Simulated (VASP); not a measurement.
A run of VASP 6.6.1 is set up as follows.

File POSCAR:

```
RbCl
1.0
    0.0000000000      3.3058242375      3.3058242375
    3.3058242375      0.0000000000      3.3058242375
    3.3058242375      3.3058242375      0.0000000000
Rb Cl
1 1
Direct
    0.0000000000      0.0000000000      0.0000000000
    0.5000000000      0.5000000000      0.5000000000
```

INCAR.step1

```
ALGO = Normal ; EDIFF = 1E-5
ENCUT = 550 ; GGA = PE
GGA_COMPAT = F ; ISMEAR = 0
LASPH = T ; LCHARG = F
LREAL = F ; LWAVE = T
NBANDS = 15 ; NELM = 120
PREC = Accurate ; SIGMA = 0.01
```

File INCAR.step2:

```
ALGO = Normal ; EDIFF = 1E-6
ENCUT = 550 ; GGA_COMPAT = F
ISIF = 2 ; ISMEAR = 0
ISTART = 1 ; LASPH = T
LCHARG = F ; LMIXTAU = T
LREAL = F ; LWAVE = F
METAGGA = R2SCAN ; NBANDS = 15
NELM = 120 ; PREC = Accurate
SIGMA = 0.01
```

Contents of KPOINTS:

```
k-points
0
Gamma
  4 4 4
```

Potentials or basis: VASP PAW PBE potentials, release 64 (Rb_sv, Cl).

Launch:

```bash
$ cat potpaw_PBE.64/Rb_sv/POTCAR potpaw_PBE.64/Cl/POTCAR > POTCAR
$ cp INCAR.step1 INCAR
$ mpirun -np 1 vasp_std > vasp.out
$ cp INCAR.step2 INCAR
$ mpirun -np 1 vasp_std > vasp.out
```

Predict the band gap on the k mesh.

5.56 eV, direct.

Estimate the pressure.

0.0 GPa.

Caveat: the PAW data sets were made with another functional, which shifts forces and pressure a little. r2SCAN opens gaps a little over a GGA but as a rule still falls short of measured ones.
